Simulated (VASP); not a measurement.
# Nb2FeTeO6 (Fm-3m) in VASP: single point with r2SCAN

Aim: the single point of Nb2FeTeO6 with r2SCAN.

Everything below comes from runs of VASP 6.6.1. Logs are shortened: lines on timing, memory, paths and dates and some standing lists are left out, and cuts for length are marked.

## Step 1: The cell of the first run

Symmetry: Fm-3m, No. 225, cubic system. Conventional cell: a = 7.276 Å, b = 7.276 Å, c = 7.276 Å, α = 90.00°, β = 90.00°, γ = 90.00°. Within 2.3 Å of O (site symmetry 4mm) lie 1 Te at 1.74 Å and 1 Fe at 1.90 Å. Within 3.4 Å of Nb (site symmetry -43m) lie 12 O at 2.57 Å and 4 Te at 3.15 Å and 4 Fe at 3.15 Å. Within 2.3 Å of Te (site symmetry m-3m) lie 6 O at 1.74 Å. Within 2.5 Å of Fe (site symmetry m-3m) lie 6 O at 1.90 Å.

## Step 2: Single point, r2SCAN

File POSCAR:

```
Nb2FeTeO6
1.0
    0.0000000000      3.6377663800      3.6377663800
    3.6377663800      0.0000000000      3.6377663800
    3.6377663800      3.6377663800      0.0000000000
O Nb Te Fe
6 2 1 1
Direct
    0.7392000000      0.2608000000      0.2608000000
    0.2608000000      0.7392000000      0.2608000000
    0.2608000000      0.7392000000      0.7392000000
    0.7392000000      0.2608000000      0.7392000000
    0.2608000000      0.2608000000      0.7392000000
    0.7392000000      0.7392000000      0.2608000000
    0.2500000000      0.2500000000      0.2500000000
    0.7500000000      0.7500000000      0.7500000000
    0.5000000000      0.5000000000      0.5000000000
    0.0000000000      0.0000000000      0.0000000000
```

File INCAR.step1:

```
SYSTEM = Nb2FeTeO6
ALGO = Normal
EDIFF = 1E-4
ENCUT = 520
GGA = PE
ISMEAR = 0
LASPH = .True.
LCHARG = .False.
LREAL = .False.
LWAVE = .True.
NBANDS = 49
NELM = 60
PREC = Accurate
SIGMA = 0.0127
```

File INCAR.step2:

```
SYSTEM = Nb2FeTeO6
ALGO = Normal
EDIFF = 1E-6
ENCUT = 520
ISIF = 2
ISMEAR = 0
ISTART = 1
LASPH = .True.
LCHARG = .False.
LMIXTAU = .True.
LREAL = .False.
LWAVE = .False.
METAGGA = R2SCAN
NBANDS = 49
NELM = 60
PREC = Accurate
SIGMA = 0.0127
```

File KPOINTS:

```
k-points
0
Gamma
  4 4 4
  0 0 0
```

Potentials or basis: VASP PAW PBE potentials, release 64 (O, Nb_sv, Te, Fe).

On the command line:

```sh
$ cat potpaw_PBE.64/O/POTCAR potpaw_PBE.64/Nb_sv/POTCAR potpaw_PBE.64/Te/POTCAR potpaw_PBE.64/Fe/POTCAR > POTCAR
$ cp INCAR.step1 INCAR
$ mpirun -np 1 vasp_std > vasp.out
$ cp INCAR.step2 INCAR
$ mpirun -np 1 vasp_std > vasp.out
```

OUTCAR:

```text
SYSTEM = Nb2FeTeO6
   EDIFF = 1E-6
   ENCUT = 520
   ISIF = 2
   ISMEAR = 0
   ISTART = 1
   LASPH = .True.
   LREAL = .False.
   METAGGA = R2SCAN
   NELM = 60
   PREC = Accurate

 ion  position               nearest neighbor table
   1  0.739  0.261  0.261-   9 1.74  10 1.90
   2  0.261  0.739  0.261-   9 1.74  10 1.90
   3  0.261  0.739  0.739-   9 1.74  10 1.90
   4  0.739  0.261  0.739-   9 1.74  10 1.90
   5  0.261  0.261  0.739-   9 1.74  10 1.90
   6  0.739  0.739  0.261-   9 1.74  10 1.90
   7  0.250  0.250  0.250-   9 3.15   9 3.15   9 3.15   9 3.15
   8  0.750  0.750  0.750-   9 3.15   9 3.15   9 3.15   9 3.15
   9  0.500  0.500  0.500-   1 1.74   2 1.74   3 1.74   4 1.74   5 1.74   6 1.74   7 3.15   7 3.15
                             7 3.15   7 3.15   8 3.15   8 3.15   8 3.15   8 3.15
  10  0.000  0.000  0.000-   1 1.90   2 1.90   3 1.90   4 1.90   5 1.90   6 1.90

  LATTYP: Found a face centered cubic cell.
 ALAT       =     7.2755327600

  Lattice vectors:

 A1 = (   0.0000000000,   3.6377663800,   3.6377663800)
 A2 = (   3.6377663800,   0.0000000000,   3.6377663800)
 A3 = (   3.6377663800,   3.6377663800,   0.0000000000)

Analysis of symmetry for initial positions (statically):
=====================================================================
 Subroutine PRICEL returns:
 Original cell was already a primitive cell.

 Routine SETGRP: Setting up the symmetry group for a
 face centered cubic supercell.

 Subroutine GETGRP returns: Found 48 space group operations
 (whereof 48 operations were pure point group operations)
 out of a pool of 48 trial point group operations.

The static configuration has the point symmetry O_h .

Analysis of symmetry for dynamics (positions and initial velocities):
=====================================================================
 Subroutine PRICEL returns:
 Original cell was already a primitive cell.

 Routine SETGRP: Setting up the symmetry group for a
 face centered cubic supercell.

 Subroutine GETGRP returns: Found 48 space group operations
 (whereof 48 operations were pure point group operations)
 out of a pool of 48 trial point group operations.

The dynamic configuration has the point symmetry O_h .

 Subroutine INISYM returns: Found 48 space group operations
 (whereof 48 operations are pure point group operations),
 and found     1 'primitive' translations

----------------------------------------------------------------------------------------

                                     Primitive cell

  volume of cell :      96.2796

  direct lattice vectors                    reciprocal lattice vectors
     0.000000000  3.637766380  3.637766380    -0.137446979  0.137446979  0.137446979
     3.637766380  0.000000000  3.637766380     0.137446979 -0.137446979  0.137446979
     3.637766380  3.637766380  0.000000000     0.137446979  0.137446979 -0.137446979

  length of vectors
     5.144578551  5.144578551  5.144578551     0.238065151  0.238065151  0.238065151

  position of ions in fractional coordinates (direct lattice)
     0.739200000  0.260800000  0.260800000
     0.260800000  0.739200000  0.260800000
     0.260800000  0.739200000  0.739200000
     0.739200000  0.260800000  0.739200000
     0.260800000  0.260800000  0.739200000
     0.739200000  0.739200000  0.260800000
     0.250000000  0.250000000  0.250000000
     0.750000000  0.750000000  0.750000000
     0.500000000  0.500000000  0.500000000
     0.000000000  0.000000000  0.000000000

  ion indices of the primitive-cell ions
   primitive index   ion index
                 1           1
                 2           2
                 3           3
                 4           4
                 5           5
                 6           6
                 7           7
                 8           8
                 9           9
                10          10

----------------------------------------------------------------------------------------

 KPOINTS: k-points

Automatic generation of k-mesh.
 Grid dimensions read from file:
 generate k-points for:    4    4    4

 Generating k-lattice:

  Cartesian coordinates                     Fractional coordinates (reciprocal lattice)
    -0.034361745  0.034361745  0.034361745     0.250000000  0.000000000  0.000000000
     0.034361745 -0.034361745  0.034361745     0.000000000  0.250000000  0.000000000
     0.034361745  0.034361745 -0.034361745     0.000000000  0.000000000  0.250000000

  Length of vectors
     0.059516288  0.059516288  0.059516288

  Shift w.r.t. Gamma in fractional coordinates (k-lattice)
     0.000000000  0.000000000  0.000000000

 Subroutine IBZKPT returns following result:
 ===========================================

 Found      8 irreducible k-points:

 Following reciprocal coordinates:
            Coordinates               Weight
  0.000000  0.000000  0.000000      1.000000
  0.250000  0.000000  0.000000      8.000000
  0.500000  0.000000  0.000000      4.000000
  0.250000  0.250000  0.000000      6.000000
  0.500000  0.250000  0.000000     24.000000
 -0.250000  0.250000  0.000000     12.000000
  0.500000  0.500000  0.000000      3.000000
 -0.250000  0.500000  0.250000      6.000000
   k-points           NKPTS =      8   k-points in BZ     NKDIM =      8   number of bands    NBANDS=     49
   number of dos      NEDOS =    301   number of ions     NIONS =     10
   total plane-waves  NPLWV =  64000
   dimension x,y,z NGX =    40 NGY =   40 NGZ =   40
   dimension x,y,z NGXF=    80 NGYF=   80 NGZF=   80
   ions per type =               6   2   1   1
   NGX,Y,Z   is equivalent  to a cutoff of  12.93, 12.93, 12.93 a.u.
   NGXF,Y,Z  is equivalent  to a cutoff of  25.85, 25.85, 25.85 a.u.
 SYSTEM =  Nb2FeTeO6
   PREC   = accura    normal or accurate (medium, high low for compatibility)
   ISTART =      1    job   : 0-new  1-cont  2-samecut
   ICHARG =      0    charge: 1-file 2-atom 10-const
   ISPIN  =      1    spin polarized calculation?
   LNONCOLLINEAR =      F non collinear calculations
   LSORBIT =      F    spin-orbit coupling
   LASPH  =      T    aspherical Exc in radial PAW
   ENCUT  =  520.0 eV  38.22 Ry    6.18 a.u.   9.57  9.57  9.57*2*pi/ulx,y,z
   NELM   =     60;   NELMIN=  2; NELMDL=  0     # of ELM steps
   EDIFF  = 0.1E-05   stopping-criterion for ELM
   LREAL  =      F    real-space projection
   EDIFFG = 0.1E-04   stopping-criterion for IOM
   NSW    =      0    number of steps for IOM
   IBRION =     -1    ionic relax: 0-MD 1-quasi-New 2-CG
   NFREE  =      0    steps in history (QN), initial steepest desc. (CG)
   ISIF   =      2    stress and relaxation
   ISYM   =      2    0-nonsym 1-usesym 2-fastsym
   POTIM  = 0.5000    time-step for ionic-motion
   TEBEG  =    0.0;   TEEND  =   0.0 temperature during run
   PSTRESS=    0.0 pullay stress
   NELECT =      76.0000    total number of electrons
   NUPDOWN=      -1.0000    fix difference up-down
   EMIN   =  10.00;   EMAX   =-10.00  energy-range for DOS
   EFERMI =   0.00;   METHOD = LEGACY
   ISMEAR =     0;   SIGMA  =   0.01  broadening in eV -4-tet -1-fermi 0-gaus
   EFERMI_NEDOS =   21; number of points for ismear=-14 and -15
   IALGO  =     38    algorithm
   IMIX   =      4    mixing-type and parameters
     AMIX     =   0.40;   BMIX     =  1.00
     AMIX_MAG =   1.60;   BMIX_MAG =  1.00
  volume/ion in A,a.u.               =       9.63        64.97
  Fermi-wavevector in a.u.,A,eV,Ry     =   1.512985  2.859127 31.145408  2.289123
  Thomas-Fermi vector in A             =   2.622836
   LORBIT       =      0    0 simple, 1 ext, 2 COOP (PROOUT), +10 PAW based schemes
   METAGGA = R2SCAN    functional components
   LHFCALC =     F    Hartree Fock is set to
   AEXX    =    0.0000 exact exchange contribution
   IVDW    =     0    specifies the selected vdW correction
   LEPSILON=     F    determine dielectric tensor
   LRPA    =     F    only Hartree local field effects (RPA)
 non-spin polarized calculation
 Gauss-broadening in eV      SIGMA  =   0.01
  energy-cutoff  :      520.00
  volume of cell :       96.28
 maximum number of plane-waves:      2637
 NGX is ok and might be reduce to    40
   NGX = 19   NGY = 19   NGZ = 19

 number of electron      75.9999991 magnetization

 Free energy of the ion-electron system (eV)
  ---------------------------------------------------
  ext. energy  EPLUGINS =         0.00000000
  ---------------------------------------------------
  free energy    TOTEN  =      -125.45471929 eV

  energy without entropy =     -125.45276911  energy(sigma->0) =     -125.45374420

 E-fermi :  12.7481     XC(G=0): -13.4862

 val. band max:       12.7277422718   @ k =  -0.2500   0.2500   0.0000
 cond. band min:      12.7511804227   @ k =   0.2500   0.0000   0.0000
 fundamental gap:      0.0234381510
 Fermi energy:        12.7481339183

 k-point     1 :       0.0000    0.0000    0.0000
  band No.  band energies     occupation
      1     -45.5521      2.00000
      2     -45.5346      2.00000
      3     -21.0300      2.00000
      4     -21.0300      2.00000
      5     -21.0300      2.00000
      6     -20.9499      2.00000
[... 41 lines left out ...]
     48      14.5025      0.00000
     49      16.0294      0.00000

 k-point     2 :       0.2500    0.0000    0.0000
  band No.  band energies     occupation
      1     -45.5494      2.00000
      2     -45.5370      2.00000
      3     -21.0341      2.00000
      4     -21.0216      2.00000
      5     -21.0216      2.00000
      6     -20.9815      2.00000
[... 41 lines left out ...]
     48      15.2737      0.00000
     49      16.8602      0.00000

 k-point     3 :       0.5000    0.0000    0.0000
  band No.  band energies     occupation
      1     -45.5431      2.00000
      2     -45.5431      2.00000
      3     -21.0363      2.00000
      4     -21.0142      2.00000
      5     -20.9998      2.00000
      6     -20.9998      2.00000
[... 249 lines left out ...]
     48      18.3415      0.00000
     49      18.8467      0.00000

 k-point     8 :      -0.2500    0.5000    0.2500
  band No.  band energies     occupation
      1     -45.5430      2.00000
      2     -45.5430      2.00000
      3     -21.1114      2.00000
      4     -21.0869      2.00000
      5     -21.0032      2.00000
      6     -21.0032      2.00000
[... 41 lines left out ...]
     48      18.8958      0.00000
     49      18.9207      0.00000

------------------------ aborting loop because EDIFF is reached ----------------------------------------

  FORCE on cell =-STRESS in cart. coord.  units (eV):
  Direction    XX          YY          ZZ          XY          YZ          ZX
  --------------------------------------------------------------------------------------
  -------------------------------------------------------------------------------------
  Total       32.4941258     32.4941258     32.4941258      0.0000000      0.0000000     -0.0000000
  in kB      540.7307027    540.7307027    540.7307027      0.0000000      0.0000000     -0.0000000
  external PRESSURE =     540.7307027 kB  Pullay stress =       0.0000000 kB

 VOLUME and BASIS-vectors are now :
 -----------------------------------------------------------------------------
  energy-cutoff  :      520.00
  volume of cell :       96.28
      direct lattice vectors                 reciprocal lattice vectors
     0.000000000  3.637766380  3.637766380    -0.137446979  0.137446979  0.137446979
     3.637766380  0.000000000  3.637766380     0.137446979 -0.137446979  0.137446979
     3.637766380  3.637766380  0.000000000     0.137446979  0.137446979 -0.137446979

 POSITION                                       TOTAL-FORCE (eV/Angst)
 -----------------------------------------------------------------------------------
      1.89746      3.63777      3.63777        -5.937702     -0.000000     -0.000000
      3.63777      1.89746      3.63777         0.000000     -5.937702     -0.000000
      5.37807      3.63777      3.63777         5.937702     -0.000000     -0.000000
      3.63777      5.37807      3.63777         0.000000      5.937702     -0.000000
      3.63777      3.63777      1.89746         0.000000     -0.000000     -5.937702
      3.63777      3.63777      5.37807         0.000000     -0.000000      5.937702
      1.81888      1.81888      1.81888        -0.000000     -0.000000     -0.000000
      5.45665      5.45665      5.45665        -0.000000     -0.000000      0.000000
      3.63777      3.63777      3.63777         0.000000     -0.000000     -0.000000
      0.00000      0.00000      0.00000         0.000000     -0.000000      0.000000
 -----------------------------------------------------------------------------------
    total drift:                               -0.000000      0.000000      0.000000

  FREE ENERGIE OF THE ION-ELECTRON SYSTEM (eV)
  ---------------------------------------------------
  free  energy   TOTEN  =      -125.4547192901 eV

  energy  without entropy=     -125.4527691072  energy(sigma->0) =     -125.45374420
```

It took 4.5 min on 1 thread of Intel Xeon Platinum 8375C at 2.90GHz (Ice Lake), shared host; peak memory 0.27 GiB.

Results:

```
Free energy            : -125.4547 eV
Pressure               : 54.1 GPa
Largest force          : 5.938 eV/Å
Band gap on the k mesh : zero (band 38 reaches 12.85 eV, above the bottom of band 39 at 12.35 eV)
```

Forces on the atoms (eV/Å):
```
O   -5.938  0.000  0.000
O    0.000 -5.938  0.000
O    5.938  0.000  0.000
O    0.000  5.938  0.000
O    0.000  0.000 -5.938
O    0.000  0.000  5.938
Nb   0.000  0.000  0.000
Nb   0.000  0.000  0.000
Te   0.000  0.000  0.000
Fe   0.000  0.000  0.000
```

Caveat: the k points lie up to 0.37 Å⁻¹ apart; the PAW data sets were made with another functional, which shifts forces and pressure a little; spin-orbit coupling is left out, which moves the levels of the heavy elements; the run has no spin polarisation, though such a crystal can be magnetic; semilocal functionals often make such compounds metallic where correlation or magnetic order opens a gap, which also shifts bond lengths.
